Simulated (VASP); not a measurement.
# K (Im-3m) in VASP: a series of runs

The runs below take K through single point, relaxation of volume and atoms at fixed shape, with r2SCAN.

Everything below comes from runs of VASP 6.6.1. Logs are shortened: lines on timing, memory, paths and dates and some standing lists are left out, and cuts for length are marked.

### 1 The cell of the first run

The structure is cubic, space group Im-3m (No. 229). The conventional cell has a = 5.351 Å, b = 5.351 Å, c = 5.351 Å, α = 90.00°, β = 90.00°, γ = 90.00°.

### 2 Single point, r2SCAN

Contents of POSCAR:

```
K
1.0
   -2.6754165667      2.6754165667      2.6754165667
    2.6754165667     -2.6754165667      2.6754165667
    2.6754165667      2.6754165667     -2.6754165667
K
1
Direct
    0.0000000000      0.0000000000      0.0000000000
```

Contents of INCAR.step1:

```
SYSTEM = K
  PREC = Accurate
  ENCUT = 520
  ISMEAR = 0
  SIGMA = 0.1
  LREAL = .FALSE.
  LASPH = .TRUE.
  NELM = 80
  NBANDS = 10
  GGA = PE
  ALGO = Normal
  EDIFF = 1E-4
  LWAVE = .TRUE.
  LCHARG = .FALSE.
```

Contents of INCAR.step2:

```
SYSTEM = K
  PREC = Accurate
  ENCUT = 520
  EDIFF = 1E-6
  ISMEAR = 0
  SIGMA = 0.1
  LREAL = .FALSE.
  LASPH = .TRUE.
  NELM = 80
  ALGO = Normal
  ISIF = 2
  LWAVE = .FALSE.
  LCHARG = .FALSE.
  METAGGA = R2SCAN
  LMIXTAU = .TRUE.
  NBANDS = 10
  ISTART = 1
```

Contents of KPOINTS:

```
Automatic mesh
0
G
  6 6 6
  0 0 0
```

Potentials or basis: VASP PAW PBE potentials, release 64 (K_sv).

Launch:

```console
> cat potpaw_PBE.64/K_sv/POTCAR > POTCAR
> cp INCAR.step1 INCAR
> mpirun -np 1 vasp_std > vasp.out
> cp INCAR.step2 INCAR
> mpirun -np 1 vasp_std > vasp.out
```

OUTCAR:

```text
SYSTEM = K
   PREC = Accurate
   ENCUT = 520
   EDIFF = 1E-6
   ISMEAR = 0
   LREAL = .FALSE.
   LASPH = .TRUE.
   NELM = 80
   ISIF = 2
   METAGGA = R2SCAN
   ISTART = 1

 ion  position               nearest neighbor table
   1  0.000  0.000  0.000-

  LATTYP: Found a body centered cubic cell.
 ALAT       =     5.3508331334

  Lattice vectors:

 A1 = (  -2.6754165667,   2.6754165667,   2.6754165667)
 A2 = (   2.6754165667,  -2.6754165667,   2.6754165667)
 A3 = (   2.6754165667,   2.6754165667,  -2.6754165667)

Analysis of symmetry for initial positions (statically):
=====================================================================
 Subroutine PRICEL returns:
 Original cell was already a primitive cell.

 Routine SETGRP: Setting up the symmetry group for a
 body centered cubic supercell.

 Subroutine GETGRP returns: Found 48 space group operations
 (whereof 48 operations were pure point group operations)
 out of a pool of 48 trial point group operations.

The static configuration has the point symmetry O_h .

Analysis of symmetry for dynamics (positions and initial velocities):
=====================================================================
 Subroutine PRICEL returns:
 Original cell was already a primitive cell.

 Routine SETGRP: Setting up the symmetry group for a
 body centered cubic supercell.

 Subroutine GETGRP returns: Found 48 space group operations
 (whereof 48 operations were pure point group operations)
 out of a pool of 48 trial point group operations.

The dynamic configuration has the point symmetry O_h .

 Subroutine INISYM returns: Found 48 space group operations
 (whereof 48 operations are pure point group operations),
 and found     1 'primitive' translations

----------------------------------------------------------------------------------------

                                     Primitive cell

  volume of cell :      76.6010

  direct lattice vectors                    reciprocal lattice vectors
    -2.675416567  2.675416567  2.675416567     0.000000000  0.186886785  0.186886785
     2.675416567 -2.675416567  2.675416567     0.186886785  0.000000000  0.186886785
     2.675416567  2.675416567 -2.675416567     0.186886785  0.186886785  0.000000000

  length of vectors
     4.633957425  4.633957425  4.633957425     0.264297826  0.264297826  0.264297826

  position of ions in fractional coordinates (direct lattice)
     0.000000000  0.000000000  0.000000000

  ion indices of the primitive-cell ions
   primitive index   ion index
                 1           1

----------------------------------------------------------------------------------------

 KPOINTS: Automatic mesh

Automatic generation of k-mesh.
 Grid dimensions read from file:
 generate k-points for:    6    6    6

 Generating k-lattice:

  Cartesian coordinates                     Fractional coordinates (reciprocal lattice)
     0.000000000  0.031147797  0.031147797     0.166666667  0.000000000  0.000000000
     0.031147797  0.000000000  0.031147797     0.000000000  0.166666667  0.000000000
     0.031147797  0.031147797  0.000000000     0.000000000  0.000000000  0.166666667

  Length of vectors
     0.044049638  0.044049638  0.044049638

  Shift w.r.t. Gamma in fractional coordinates (k-lattice)
     0.000000000  0.000000000  0.000000000

 Subroutine IBZKPT returns following result:
 ===========================================

 Found     16 irreducible k-points:

 Following reciprocal coordinates:
            Coordinates               Weight
  0.000000  0.000000  0.000000      1.000000
  0.166667  0.000000  0.000000     12.000000
  0.333333  0.000000  0.000000     12.000000
  0.500000  0.000000  0.000000      6.000000
  0.166667  0.166667  0.000000     24.000000
  0.333333  0.166667  0.000000     48.000000
[... 8 lines left out ...]
  0.500000  0.500000  0.333333     12.000000
  0.500000  0.500000  0.500000      1.000000
   k-points           NKPTS =     16   k-points in BZ     NKDIM =     16   number of bands    NBANDS=     10
   number of dos      NEDOS =    301   number of ions     NIONS =      1
   total plane-waves  NPLWV =  46656
   dimension x,y,z NGX =    36 NGY =   36 NGZ =   36
   dimension x,y,z NGXF=    72 NGYF=   72 NGZF=   72
   ions per type =               1
   NGX,Y,Z   is equivalent  to a cutoff of  12.92, 12.92, 12.92 a.u.
   NGXF,Y,Z  is equivalent  to a cutoff of  25.83, 25.83, 25.83 a.u.
 SYSTEM =  K
   PREC   = accura    normal or accurate (medium, high low for compatibility)
   ISTART =      1    job   : 0-new  1-cont  2-samecut
   ICHARG =      0    charge: 1-file 2-atom 10-const
   ISPIN  =      1    spin polarized calculation?
   LNONCOLLINEAR =      F non collinear calculations
   LSORBIT =      F    spin-orbit coupling
   LASPH  =      T    aspherical Exc in radial PAW
   ENCUT  =  520.0 eV  38.22 Ry    6.18 a.u.   8.62  8.62  8.62*2*pi/ulx,y,z
   NELM   =     80;   NELMIN=  2; NELMDL=  0     # of ELM steps
   EDIFF  = 0.1E-05   stopping-criterion for ELM
   LREAL  =      F    real-space projection
   EDIFFG = 0.1E-04   stopping-criterion for IOM
   NSW    =      0    number of steps for IOM
   IBRION =     -1    ionic relax: 0-MD 1-quasi-New 2-CG
   NFREE  =      0    steps in history (QN), initial steepest desc. (CG)
   ISIF   =      2    stress and relaxation
   ISYM   =      2    0-nonsym 1-usesym 2-fastsym
   POTIM  = 0.5000    time-step for ionic-motion
   TEBEG  =    0.0;   TEEND  =   0.0 temperature during run
   PSTRESS=    0.0 pullay stress
   NELECT =       9.0000    total number of electrons
   NUPDOWN=      -1.0000    fix difference up-down
   EMIN   =  10.00;   EMAX   =-10.00  energy-range for DOS
   EFERMI =   0.00;   METHOD = LEGACY
   ISMEAR =     0;   SIGMA  =   0.10  broadening in eV -4-tet -1-fermi 0-gaus
   EFERMI_NEDOS =   21; number of points for ismear=-14 and -15
   IALGO  =     38    algorithm
   IMIX   =      4    mixing-type and parameters
     AMIX     =   0.40;   BMIX     =  1.00
     AMIX_MAG =   1.60;   BMIX_MAG =  1.00
  volume/ion in A,a.u.               =      76.60       516.93
  Fermi-wavevector in a.u.,A,eV,Ry     =   0.801821  1.515223  8.747422  0.642917
  Thomas-Fermi vector in A             =   1.909381
   LORBIT       =      0    0 simple, 1 ext, 2 COOP (PROOUT), +10 PAW based schemes
   METAGGA = R2SCAN    functional components
   LHFCALC =     F    Hartree Fock is set to
   AEXX    =    0.0000 exact exchange contribution
   IVDW    =     0    specifies the selected vdW correction
   LEPSILON=     F    determine dielectric tensor
   LRPA    =     F    only Hartree local field effects (RPA)
 non-spin polarized calculation
 Gauss-broadening in eV      SIGMA  =   0.10
  energy-cutoff  :      520.00
  volume of cell :       76.60
 maximum number of plane-waves:      2093
 NGX is ok and might be reduce to    36
   NGX = 17   NGY = 17   NGZ = 17

 number of electron       9.0000000 magnetization

 Free energy of the ion-electron system (eV)
  ---------------------------------------------------
  ext. energy  EPLUGINS =         0.00000000
  ---------------------------------------------------
  free energy    TOTEN  =        -5.99644173 eV

  energy without entropy =       -5.98405684  energy(sigma->0) =       -5.99024929

 E-fermi :  -0.1313     XC(G=0):  -5.8044

 val. band max:       -0.4143390646   @ k =   0.1667   0.1667   0.1667
 cond. band min:      -0.1201999621   @ k =   0.3333   0.1667   0.0000
 fundamental gap:      0.2941391025
 Fermi energy:        -0.1313237312

 k-point     1 :       0.0000    0.0000    0.0000
  band No.  band energies     occupation
      1     -33.8333      2.00000
      2     -16.5072      2.00000
      3     -16.5072      2.00000
      4     -16.5072      2.00000
      5      -2.3971      2.00000
      6       4.5607      0.00000
      7       4.5608      0.00000
      8       4.5608      0.00000
      9       5.4992      0.00000
     10       5.4992      0.00000

 k-point     2 :       0.1667    0.0000    0.0000
  band No.  band energies     occupation
      1     -33.8324      2.00000
      2     -16.5224      2.00000
      3     -16.5122      2.00000
      4     -16.5072      2.00000
      5      -2.0441      2.00000
      6       3.8306      0.00000
      7       4.1387      0.00000
      8       4.8350      0.00000
      9       5.2382      0.00000
     10       5.4147      0.00000

 k-point     3 :       0.3333    0.0000    0.0000
  band No.  band energies     occupation
      1     -33.8306      2.00000
      2     -16.5524      2.00000
      3     -16.5222      2.00000
      4     -16.5072      2.00000
      5      -1.0415      2.00000
      6       2.1559      0.00000
      7       3.5512      0.00000
      8       5.3476      0.00000
      9       5.5079      0.00000
     10       5.6297      0.00000

 k-point     4 :       0.5000    0.0000    0.0000
  band No.  band energies     occupation
      1     -33.8297      2.00000
      2     -16.5672      2.00000
      3     -16.5272      2.00000
      4     -16.5072      2.00000
      5       0.4201      0.00000
      6       0.4682      0.00000
      7       3.3224      0.00000
      8       5.1964      0.00000
      9       6.0530      0.00000
     10       6.1050      0.00000
[... 118 lines left out ...]
 k-point    14 :      -0.3333    0.3333    0.3333
  band No.  band energies     occupation
      1     -33.8284      2.00000
      2     -16.5466      2.00000
      3     -16.5389      2.00000
      4     -16.5389      2.00000
      5       0.1432      0.00010
      6       2.2294      0.00000
      7       3.5117      0.00000
      8       3.5118      0.00000
      9       4.2969      0.00000
     10       5.9918      0.00000

 k-point    15 :       0.5000    0.5000    0.3333
  band No.  band energies     occupation
      1     -33.8277      2.00000
      2     -16.5544      2.00000
      3     -16.5444      2.00000
      4     -16.5395      2.00000
      5       1.1817      0.00000
      6       1.4692      0.00000
      7       3.1550      0.00000
      8       3.4691      0.00000
      9       4.3271      0.00000
     10       6.5637      0.00000

 k-point    16 :       0.5000    0.5000    0.5000
  band No.  band energies     occupation
      1     -33.8270      2.00000
      2     -16.5501      2.00000
      3     -16.5501      2.00000
      4     -16.5501      2.00000
      5       1.6492      0.00000
      6       1.6492      0.00000
      7       3.5097      0.00000
      8       3.5098      0.00000
      9       3.5098      0.00000
     10       6.0733      0.00000

------------------------ aborting loop because EDIFF is reached ----------------------------------------

  FORCE on cell =-STRESS in cart. coord.  units (eV):
  Direction    XX          YY          ZZ          XY          YZ          ZX
  --------------------------------------------------------------------------------------
  -------------------------------------------------------------------------------------
  Total       -0.0023997     -0.0023997     -0.0023997      0.0000000     -0.0000000      0.0000000
  in kB       -0.0501915     -0.0501915     -0.0501915      0.0000000     -0.0000000      0.0000000
  external PRESSURE =      -0.0501915 kB  Pullay stress =       0.0000000 kB

 VOLUME and BASIS-vectors are now :
 -----------------------------------------------------------------------------
  energy-cutoff  :      520.00
  volume of cell :       76.60
      direct lattice vectors                 reciprocal lattice vectors
    -2.675416567  2.675416567  2.675416567     0.000000000  0.186886785  0.186886785
     2.675416567 -2.675416567  2.675416567     0.186886785  0.000000000  0.186886785
     2.675416567  2.675416567 -2.675416567     0.186886785  0.186886785  0.000000000

 POSITION                                       TOTAL-FORCE (eV/Angst)
 -----------------------------------------------------------------------------------
      0.00000      0.00000      0.00000        -0.000000     -0.000000      0.000000
 -----------------------------------------------------------------------------------
    total drift:                               -0.000000      0.000000      0.000000

  FREE ENERGIE OF THE ION-ELECTRON SYSTEM (eV)
  ---------------------------------------------------
  free  energy   TOTEN  =        -5.9964417345 eV

  energy  without entropy=       -5.9840568389  energy(sigma->0) =       -5.99024929
```

It took 35 s on 1 thread of Intel Xeon Platinum 8488C (Sapphire Rapids), shared host; peak memory 0.2 GiB.

What came out:

```
Free energy : -5.9964 eV
Pressure    : 0.0 GPa
```

Levels at points of the mesh, in eV from the Fermi level:
```csv
k point,band 2,band 3,band 4,band 5,band 6,band 7
"(0.00, 0.00, 0.00)",-16.38,-16.38,-16.38,-2.27,4.69,4.69
"(0.50, 0.00, 0.00)",-16.44,-16.40,-16.38,0.55,0.60,3.45
"(0.50, 0.50, 0.50)",-16.42,-16.42,-16.42,1.78,1.78,3.64
```

Caveat: the PAW data sets were made with another functional, which shifts forces and pressure a little.

### 3 Relaxation of volume and atoms at fixed shape, r2SCAN

This run uses another cell than the first one, of 71.32 Å³/atom, 0.931 times its volume.

Contents of POSCAR:

```
K
1.0
   -2.6125000000      2.6125000000      2.6125000000
    2.6125000000     -2.6125000000      2.6125000000
    2.6125000000      2.6125000000     -2.6125000000
K
1
Direct
    0.0000000000      0.0000000000      0.0000000000
```

Contents of INCAR.step1:

```
ALGO     = Normal         # electronic algorithm
EDIFF    = 1E-4           # SCF threshold, eV
ENCUT    = 600            # plane-wave cutoff, eV
GGA      = PE             # functional
ISMEAR   = 0              # smearing method
LASPH    = T              # aspherical terms in the spheres
LCHARG   = F              # write CHGCAR
LREAL    = F              # projectors in reciprocal space
LWAVE    = T              # write WAVECAR
NELM     = 80             # most SCF steps
PREC     = Accurate       # precision mode
SIGMA    = 0.1            # smearing width, eV
```

Contents of INCAR.step2:

```
ALGO     = Normal         # electronic algorithm
EDIFF    = 1E-6           # SCF threshold, eV
EDIFFG   = -0.02          # ionic threshold
ENCUT    = 600            # plane-wave cutoff, eV
IBRION   = 2              # ionic algorithm
ISIF     = 8              # what is computed and relaxed
ISMEAR   = 0              # smearing method
ISTART   = 1            
LASPH    = T              # aspherical terms in the spheres
LCHARG   = F              # write CHGCAR
LMIXTAU  = T            
LREAL    = F              # projectors in reciprocal space
LWAVE    = F              # write WAVECAR
METAGGA  = R2SCAN         # meta-GGA
NELM     = 80             # most SCF steps
NSW      = 60             # ionic steps
PREC     = Accurate       # precision mode
SIGMA    = 0.1            # smearing width, eV
```

Contents of KPOINTS:

```
k-points
0
Gamma
  6 6 6
```

Potentials or basis: VASP PAW PBE potentials, release 64 (K_sv).

Launch:

```console
> cat potpaw_PBE.64/K_sv/POTCAR > POTCAR
> cp INCAR.step1 INCAR
> mpirun -np 1 vasp_std > vasp.out
> cp INCAR.step2 INCAR
> mpirun -np 1 vasp_std > vasp.out
```

OUTCAR:

```text
EDIFF = 1E-6
   EDIFFG = -0.02
   ENCUT = 600
   IBRION = 2
   ISIF = 8
   ISMEAR = 0
   ISTART = 1
   LASPH = T
   LREAL = F
   METAGGA = R2SCAN
   NELM = 80
   NSW = 60
   PREC = Accurate

 ion  position               nearest neighbor table
   1  0.000  0.000  0.000-

  LATTYP: Found a body centered cubic cell.
 ALAT       =     5.2250000000

  Lattice vectors:

 A1 = (  -2.6125000000,   2.6125000000,   2.6125000000)
 A2 = (   2.6125000000,  -2.6125000000,   2.6125000000)
 A3 = (   2.6125000000,   2.6125000000,  -2.6125000000)

Analysis of symmetry for initial positions (statically):
=====================================================================
 Subroutine PRICEL returns:
 Original cell was already a primitive cell.

 Routine SETGRP: Setting up the symmetry group for a
 body centered cubic supercell.

 Subroutine GETGRP returns: Found 48 space group operations
[... 164 lines left out ...]
 k-point     1 :       0.0000    0.0000    0.0000
  band No.  band energies     occupation
      1     -33.6309      2.00000
      2     -16.3008      2.00000
      3     -16.3008      2.00000
      4     -16.3008      2.00000
      5      -2.3431      2.00000
      6       4.7901      0.00000
      7       4.7901      0.00000
      8       4.7901      0.00000
[... 302 lines left out ...]
--------------------------------------- Ionic step        5  -------------------------------------------

 number of electron       9.0000000 magnetization

 Free energy of the ion-electron system (eV)
  ---------------------------------------------------
  ext. energy  EPLUGINS =         0.00000000
  ---------------------------------------------------
  free energy    TOTEN  =        -5.99722198 eV

  energy without entropy =       -5.98483706  energy(sigma->0) =       -5.99102952

 E-fermi :  -0.1402     XC(G=0):  -5.7955

 val. band max:       -0.4227883966   @ k =   0.1667   0.1667   0.1667
 cond. band min:      -0.1290284699   @ k =   0.3333   0.1667   0.0000
 fundamental gap:      0.2937599266
 Fermi energy:        -0.1401522180

 k-point     1 :       0.0000    0.0000    0.0000
  band No.  band energies     occupation
      1     -33.8450      2.00000
      2     -16.5195      2.00000
      3     -16.5195      2.00000
      4     -16.5195      2.00000
      5      -2.4011      2.00000
      6       4.5492      0.00000
      7       4.5492      0.00000
      8       4.5492      0.00000
[... 191 lines left out ...]
  FREE ENERGIE OF THE ION-ELECTRON SYSTEM (eV)
  ---------------------------------------------------
  free  energy   TOTEN  =        -5.9972219752 eV

  energy  without entropy=       -5.9848370636  energy(sigma->0) =       -5.99102952

 reached required accuracy - stopping structural energy minimisation
```

OUTCAR.step1:

```text
EDIFF = 1E-4
   ENCUT = 600
   GGA = PE
   ISMEAR = 0
   LASPH = T
[... 380 lines left out ...]

 POSITION                                       TOTAL-FORCE (eV/Angst)
 -----------------------------------------------------------------------------------
      0.00000      0.00000      0.00000        -0.000000      0.000000     -0.000000
 -----------------------------------------------------------------------------------
    total drift:                               -0.000000      0.000000      0.000000

  FREE ENERGIE OF THE ION-ELECTRON SYSTEM (eV)
  ---------------------------------------------------
  free  energy   TOTEN  =        -1.0316233795 eV

  energy  without entropy=       -1.0192376059  energy(sigma->0) =       -1.02543049
```

Wall time 2.4 min (1 thread of Intel Xeon Platinum 8488C (Sapphire Rapids), shared host); peak memory 0.21 GiB.

Results:

```
Free energy                            : -5.9972 eV
Relaxed volume                         : 76.91 Å³/atom
Relaxed cell                           : a = 4.640 Å, b = 4.640 Å, c = 4.640 Å, α = 109.47°, β = 109.47°, γ = 109.47°
Space group after relaxing (to 0.05 Å) : Im-3m (No. 229)
Energy gained by relaxing              : 5.0 meV/atom
Ionic steps                            : 5
Pressure after relaxing                : 0.0 GPa
```

Step by step:
```tsv
step	energy change (eV)	largest force (eV/Å)	pressure (GPa)	volume (Å³)
1	0.0000	0.0000	0.30	71.32
2	-0.0023	0.0000	0.21	72.72
3	-0.0042	0.0000	0.12	74.61
4	-0.0047	0.0000	-0.08	78.48
5	-0.0050	0.0000	0.00	76.91
```

Final structure:
```
CELL_PARAMETERS angstrom
-2.67903 2.67903 2.67903
2.67903 -2.67903 2.67903
2.67903 2.67903 -2.67903
ATOMIC_POSITIONS crystal
K 0.00000 0.00000 0.00000
```

Caveat: the PAW data sets were made with another functional, which shifts forces and pressure a little. Zero-point motion and thermal expansion aren't in these numbers.
